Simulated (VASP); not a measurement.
A run of VASP 6.6.1:

The input INCAR:

```
  ALGO = Fast
  EDIFF = 1E-7
  ENCUT = 520
  GGA = PE
  ISIF = 2
  ISMEAR = 0
  LASPH = True
  LCHARG = True
  LELF = True
  LREAL = False
  LVHAR = True
  LWAVE = False
  NBANDS = 13
  NELM = 60
  PREC = Accurate
  SIGMA = 0.15
```

The input KPOINTS:

```
k-points
0
Gamma
  22 22 22
```

File POSCAR:

```
Mo
1.0
   -1.4453200000      1.4453200000      1.6966800000
    1.4453200000     -1.4453200000      1.6966800000
    1.4453200000      1.4453200000     -1.6966800000
Mo
1
Direct
    0.0000000000      0.0000000000      0.0000000000
```

Potentials or basis: VASP PAW PBE potentials, release 64 (Mo_sv).

Command:

```bash
$ cat potpaw_PBE.64/Mo_sv/POTCAR > POTCAR
$ mpirun -np 1 vasp_std > vasp.out
```

Hardware: 1 thread of AMD EPYC 7R13, with other jobs on the host.

Problem. Estimate the wall time of this run.

Solution. Wall time 5 min on 1 thread of AMD EPYC 7R13 (shared host), peak memory 0.22 GiB. Counts: scf iterations 15, k points 834.
